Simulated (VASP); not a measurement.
# ZnO (NiAs type) (P6_3/mmc) in VASP: notebook

ZnO (NiAs type) is run at these levels: PBE; tasks: single point, relaxation of shape and atoms at fixed volume.

All numbers are computed with VASP 6.6.1; they aren't measurements. Logs are shortened: lines on timing, memory, paths and dates and some standing lists are left out, and cuts for length are marked.

### 1 The cell of the first run

The structure is hexagonal, space group P6_3/mmc (No. 194). Conventional cell: a = 3.025 Å, b = 3.025 Å, c = 5.192 Å, α = 90.00°, β = 90.00°, γ = 120.00°. Within 2.9 Å of Zn (site symmetry -3m) lie 6 O at 2.18 Å and 2 Zn at 2.60 Å. O (site symmetry -6m2) has 6 Zn at 2.18 Å within 2.9 Å.

### 2 Single point, PBE

File INCAR:

```
PREC = Accurate
ENCUT = 520
EDIFF = 1E-6
ISMEAR = -1
SIGMA = 0.08
LREAL = F
LASPH = T
NELM = 80
ALGO = Normal
ISIF = 2
LWAVE = F
LCHARG = F
GGA = PE
NBANDS = 26
```

File KPOINTS:

```
regular mesh
0
Gamma
  11 11 7
```

File POSCAR:

```
ZnO
1.0
    3.0252058929      0.0000000000      0.0000000000
   -1.5126029465      2.6199051550      0.0000000000
    0.0000000000      0.0000000000      5.1920230816
Zn O
2 2
Direct
    0.0000000000      0.0000000000      0.0000000000
    0.0000000000      0.0000000000      0.5000000000
    0.3333333333      0.6666666667      0.2500000000
    0.6666666667      0.3333333333      0.7500000000
```

Potentials or basis: VASP PAW PBE potentials, release 64 (Zn, O).

On the command line:

```
$ cat potpaw_PBE.64/Zn/POTCAR potpaw_PBE.64/O/POTCAR > POTCAR
$ mpirun -np 1 vasp_std > vasp.out
```

OUTCAR:

```text
PREC = Accurate
   ENCUT = 520
   EDIFF = 1E-6
   ISMEAR = -1
   LREAL = F
   LASPH = T
   NELM = 80
   ISIF = 2
   GGA = PE

 ion  position               nearest neighbor table
   1  0.000  0.000  0.000-   3 2.18   4 2.18   4 2.18   3 2.18   4 2.18   3 2.18   2 2.60   2 2.60

   2  0.000  0.000  0.500-   3 2.18   4 2.18   4 2.18   3 2.18   4 2.18   3 2.18   1 2.60   1 2.60

   3  0.333  0.667  0.250-   1 2.18   2 2.18   1 2.18   2 2.18   1 2.18   2 2.18
   4  0.667  0.333  0.750-   1 2.18   2 2.18   1 2.18   2 2.18   1 2.18   2 2.18

  LATTYP: Found a hexagonal cell.
 ALAT       =     3.0252058929
 C/A-ratio  =     1.7162544519

  Lattice vectors:

 A1 = (   3.0252058929,   0.0000000000,   0.0000000000)
 A2 = (  -1.5126029465,   2.6199051550,   0.0000000000)
 A3 = (   0.0000000000,   0.0000000000,   5.1920230816)

Analysis of symmetry for initial positions (statically):
=====================================================================
 Subroutine PRICEL returns:
 Original cell was already a primitive cell.

 Routine SETGRP: Setting up the symmetry group for a
 hexagonal supercell.

 Subroutine GETGRP returns: Found 24 space group operations
 (whereof 12 operations were pure point group operations)
 out of a pool of 24 trial point group operations.

The static configuration has the point symmetry D_3d.
 The point group associated with its full space group is D_6h.

Analysis of symmetry for dynamics (positions and initial velocities):
=====================================================================
 Subroutine PRICEL returns:
 Original cell was already a primitive cell.

 Routine SETGRP: Setting up the symmetry group for a
 hexagonal supercell.

 Subroutine GETGRP returns: Found 24 space group operations
 (whereof 12 operations were pure point group operations)
 out of a pool of 24 trial point group operations.

The dynamic configuration has the point symmetry D_3d.
 The point group associated with its full space group is D_6h.

 Subroutine INISYM returns: Found 24 space group operations
 (whereof 12 operations are pure point group operations),
 and found     1 'primitive' translations

----------------------------------------------------------------------------------------

                                     Primitive cell

  volume of cell :      41.1507

  direct lattice vectors                    reciprocal lattice vectors
     3.025205893  0.000000000  0.000000000     0.330556014  0.190846603  0.000000000
    -1.512602946  2.619905155  0.000000000     0.000000000  0.381693207  0.000000000
     0.000000000  0.000000000  5.192023082     0.000000000  0.000000000  0.192603150

  length of vectors
     3.025205893  3.025205893  5.192023082     0.381693207  0.381693207  0.192603150

  position of ions in fractional coordinates (direct lattice)
     0.000000000  0.000000000  0.000000000
     0.000000000  0.000000000  0.500000000
     0.333333333  0.666666667  0.250000000
     0.666666667  0.333333333  0.750000000

  ion indices of the primitive-cell ions
   primitive index   ion index
                 1           1
                 2           2
                 3           3
                 4           4

----------------------------------------------------------------------------------------

 KPOINTS: regular mesh

Automatic generation of k-mesh.
 Grid dimensions read from file:
 generate k-points for:   11   11    7

 Generating k-lattice:

  Cartesian coordinates                     Fractional coordinates (reciprocal lattice)
     0.030050547  0.017349691  0.000000000     0.090909091  0.000000000  0.000000000
     0.000000000  0.034699382  0.000000000     0.000000000  0.090909091  0.000000000
     0.000000000  0.000000000  0.027514736     0.000000000  0.000000000  0.142857143

  Length of vectors
     0.034699382  0.034699382  0.027514736

  Shift w.r.t. Gamma in fractional coordinates (k-lattice)
     0.000000000  0.000000000  0.000000000

 Subroutine IBZKPT returns following result:
 ===========================================

 Found     64 irreducible k-points:

 Following reciprocal coordinates:
            Coordinates               Weight
  0.000000  0.000000  0.000000      1.000000
  0.090909  0.000000  0.000000      6.000000
  0.181818  0.000000  0.000000      6.000000
  0.272727 -0.000000  0.000000      6.000000
  0.363636 -0.000000  0.000000      6.000000
  0.454545  0.000000  0.000000      6.000000
[... 16 lines left out ...]
  0.090909  0.090909  0.142857     12.000000
  0.181818  0.090909  0.142857     24.000000
 [... further k-points ...]
   k-points           NKPTS =     64   k-points in BZ     NKDIM =     64   number of bands    NBANDS=     26
   number of dos      NEDOS =    301   number of ions     NIONS =      4
   total plane-waves  NPLWV =  23040
   dimension x,y,z NGX =    24 NGY =   24 NGZ =   40
   dimension x,y,z NGXF=    48 NGYF=   48 NGZF=   80
   ions per type =               2   2
   NGX,Y,Z   is equivalent  to a cutoff of  13.19, 13.19, 12.81 a.u.
   NGXF,Y,Z  is equivalent  to a cutoff of  26.38, 26.38, 25.62 a.u.
 SYSTEM =  unknown system
   PREC   = accura    normal or accurate (medium, high low for compatibility)
   ISTART =      0    job   : 0-new  1-cont  2-samecut
   ICHARG =      2    charge: 1-file 2-atom 10-const
   ISPIN  =      1    spin polarized calculation?
   LNONCOLLINEAR =      F non collinear calculations
   LSORBIT =      F    spin-orbit coupling
   LASPH  =      T    aspherical Exc in radial PAW
   ENCUT  =  520.0 eV  38.22 Ry    6.18 a.u.   5.62  5.62  9.65*2*pi/ulx,y,z
   NELM   =     80;   NELMIN=  2; NELMDL= -5     # of ELM steps
   EDIFF  = 0.1E-05   stopping-criterion for ELM
   LREAL  =      F    real-space projection
   EDIFFG = 0.1E-04   stopping-criterion for IOM
   NSW    =      0    number of steps for IOM
   IBRION =     -1    ionic relax: 0-MD 1-quasi-New 2-CG
   NFREE  =      0    steps in history (QN), initial steepest desc. (CG)
   ISIF   =      2    stress and relaxation
   ISYM   =      2    0-nonsym 1-usesym 2-fastsym
   POTIM  = 0.5000    time-step for ionic-motion
   TEBEG  =    0.0;   TEEND  =   0.0 temperature during run
   PSTRESS=    0.0 pullay stress
   NELECT =      36.0000    total number of electrons
   NUPDOWN=      -1.0000    fix difference up-down
   EMIN   =  10.00;   EMAX   =-10.00  energy-range for DOS
   EFERMI =   0.00;   METHOD = LEGACY
   ISMEAR =    -1;   SIGMA  =   0.08  broadening in eV -4-tet -1-fermi 0-gaus
   EFERMI_NEDOS =   21; number of points for ismear=-14 and -15
   IALGO  =     38    algorithm
   IMIX   =      4    mixing-type and parameters
     AMIX     =   0.40;   BMIX     =  1.00
     AMIX_MAG =   1.60;   BMIX_MAG =  1.00
  volume/ion in A,a.u.               =      10.29        69.42
  Fermi-wavevector in a.u.,A,eV,Ry     =   1.565729  2.958799 33.354786  2.451508
  Thomas-Fermi vector in A             =   2.668162
   LORBIT       =      0    0 simple, 1 ext, 2 COOP (PROOUT), +10 PAW based schemes
   GGA     = PE    functional components
   LHFCALC =     F    Hartree Fock is set to
   AEXX    =    0.0000 exact exchange contribution
   IVDW    =     0    specifies the selected vdW correction
   LEPSILON=     F    determine dielectric tensor
   LRPA    =     F    only Hartree local field effects (RPA)
 non-spin polarized calculation
  energy-cutoff  :      520.00
  volume of cell :       41.15
 maximum number of plane-waves:      1135
 NGX is ok and might be reduce to    24
   NGX = 11   NGY = 11   NGZ = 19

 number of electron      35.9999997 magnetization

 Free energy of the ion-electron system (eV)
  ---------------------------------------------------
  ext. energy  EPLUGINS =         0.00000000
  ---------------------------------------------------
  free energy    TOTEN  =       -16.95435620 eV

  energy without entropy =      -16.95394998  energy(sigma->0) =      -16.95415309

 E-fermi :   2.6494     XC(G=0): -11.9918

 val. band max:        2.2360598484   @ k =   0.0000   0.0000   0.0000
 cond. band min:       2.7539035872   @ k =   0.0000   0.0000   0.0000
 fundamental gap:      0.5178437388
 Fermi energy:         2.6493562486

 k-point     1 :       0.0000    0.0000    0.0000
  band No.  band energies     occupation
      1     -15.9418      2.00000
      2     -14.8194      2.00000
      3      -4.8507      2.00000
      4      -3.4414      2.00000
      5      -3.4414      2.00000
      6      -3.3091      2.00000
[... 18 lines left out ...]
     25      19.8818      0.00000
     26      19.9061      0.00000

 k-point     2 :       0.0909    0.0000    0.0000
  band No.  band energies     occupation
      1     -15.8639      2.00000
      2     -14.7925      2.00000
      3      -4.7152      2.00000
      4      -3.4231      2.00000
      5      -3.4221      2.00000
      6      -3.3113      2.00000
[... 18 lines left out ...]
     25      18.5517      0.00000
     26      18.9770      0.00000

 k-point     3 :       0.1818    0.0000    0.0000
  band No.  band energies     occupation
      1     -15.6451      2.00000
      2     -14.7216      2.00000
      3      -4.3357      2.00000
      4      -3.3945      2.00000
      5      -3.3792      2.00000
      6      -3.3468      2.00000
[... 18 lines left out ...]
     25      16.6315      0.00000
     26      17.4879      0.00000

 k-point     4 :       0.2727   -0.0000    0.0000
  band No.  band energies     occupation
      1     -15.3308      2.00000
      2     -14.6333      2.00000
      3      -3.8508      2.00000
      4      -3.7208      2.00000
      5      -3.4100      2.00000
      6      -3.2660      2.00000
[... 18 lines left out ...]
     25      16.2436      0.00000
     26      16.8900      0.00000
[... 496 lines left out ...]
      1     -14.7245      2.00000
      2     -14.5868      2.00000
      3      -4.6755      2.00000
      4      -3.7107      2.00000
      5      -3.4703      2.00000
      6      -3.1803      2.00000
[... 18 lines left out ...]
     25      15.0381      0.00000
     26      17.2327      0.00000

 k-point    23 :       0.0909    0.0909    0.1429
  band No.  band energies     occupation
      1     -15.6731      2.00000
      2     -14.7988      2.00000
      3      -4.3683      2.00000
      4      -3.3825      2.00000
      5      -3.3256      2.00000
      6      -3.2855      2.00000
[... 18 lines left out ...]
     25      16.5402      0.00000
     26      18.2954      0.00000

 k-point    24 :       0.1818    0.0909    0.1429
  band No.  band energies     occupation
      1     -15.4131      2.00000
      2     -14.7060      2.00000
      3      -4.0019      2.00000
      4      -3.5447      2.00000
      5      -3.3086      2.00000
      6      -3.2354      2.00000
[... 18 lines left out ...]
     25      15.8625      0.00000
     26      17.5314      0.00000

 [... further k-points ...]

------------------------ aborting loop because EDIFF is reached ----------------------------------------

  FORCE on cell =-STRESS in cart. coord.  units (eV):
  Direction    XX          YY          ZZ          XY          YZ          ZX
  --------------------------------------------------------------------------------------
  -------------------------------------------------------------------------------------
  Total        0.2226337      0.2226337      0.2538800     -0.0000000     -0.0000000      0.0000000
  in kB        8.6681079      8.6681079      9.8846632     -0.0000000     -0.0000000      0.0000000
  external PRESSURE =       9.0736263 kB  Pullay stress =       0.0000000 kB

 VOLUME and BASIS-vectors are now :
 -----------------------------------------------------------------------------
  energy-cutoff  :      520.00
  volume of cell :       41.15
      direct lattice vectors                 reciprocal lattice vectors
     3.025205893  0.000000000  0.000000000     0.330556014  0.190846603  0.000000000
    -1.512602946  2.619905155  0.000000000     0.000000000  0.381693207  0.000000000
     0.000000000  0.000000000  5.192023082     0.000000000  0.000000000  0.192603150

 POSITION                                       TOTAL-FORCE (eV/Angst)
 -----------------------------------------------------------------------------------
      0.00000      0.00000      0.00000         0.000000      0.000000     -0.000000
      0.00000      0.00000      2.59601         0.000000      0.000000     -0.000000
     -0.00000      1.74660      1.29801        -0.000000      0.000000     -0.000000
      1.51260      0.87330      3.89402         0.000000     -0.000000      0.000000
 -----------------------------------------------------------------------------------
    total drift:                               -0.000000      0.000000      0.000000

  FREE ENERGIE OF THE ION-ELECTRON SYSTEM (eV)
  ---------------------------------------------------
  free  energy   TOTEN  =       -16.9543562034 eV

  energy  without entropy=      -16.9539499827  energy(sigma->0) =      -16.95415309
```

Wall time 22 s (1 thread of Intel Xeon 6975P-C (Granite Rapids), shared host); peak memory 0.19 GiB.

What came out:

| Quantity | Value |
| --- | --- |
| Free energy | -16.9544 eV |
| Pressure | 0.9 GPa |
| Band gap on the k mesh | 0.52 eV |

Levels at points of the mesh, in eV from the valence-band top:
```
           k point  band 16  band 17  band 18  band 19  band 20  band 21
(0.00, 0.00, 0.00)    -1.10     0.00     0.00     0.52     5.49     8.33
```

(Continued in part 2 of 2.)
